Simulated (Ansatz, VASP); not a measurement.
## One calculation of AlGa3N4, two programs

```xyz
8
Lattice="5.2931 0.0000 0.0000 0.0000 3.2583 0.0000 -0.0038 0.0000 5.5591" Properties=species:S:1:pos:R:3 pbc="T T T"
Al    0.0005    1.6292    3.7096
Ga    2.6409    1.6292    1.8627
Ga    2.6394    0.0000    4.6222
Ga    5.2917    0.0000    0.9239
N     0.6308    1.6292    1.8935
N     0.6179    0.0000    4.5915
N     3.2823    0.0000    0.9239
N     3.3414    1.6292    3.7095
```

Change from the starting cell: strain +0.030 along x and y, +0.015 along z, atoms carried along.

Alike in both runs: task single point; functional r2SCAN; k mesh 6 × 8 × 4; occupations gaussian, width 0.05 eV; no spin polarisation.

|  | VASP | Ansatz |
| --- | --- | --- |
| version | VASP 6.6.1 | Ansatz 0.2.0 |
| potentials or method | VASP PAW PBE potentials, release 64 (Al, Ga_d, N), cutoff 520 eV | scalar-relativistic, plane waves, PAW |
| valence electrons in the cell | 62 | 62 |

```tsv
	VASP	Ansatz	Ansatz less VASP
gap on the k mesh at the Fermi level (eV)	2.33	2.33	-0.001
least direct gap on the mesh (eV)	2.33	2.33	-0.001
pressure (GPa)	-12.1	-12.7	-0.56
traceless stress, the component that is largest in VASP (GPa)	2.80	2.77	-0.029
rms of the force components (eV/Å)	0.069	0.058	-0.0109
```

VASP's potentials were made for PBE, not for r2SCAN. Atom by atom the forces differ by 0.027 eV/Å (rms over components). With one functional, cell and mesh, what is left measures potentials, basis and numerics.
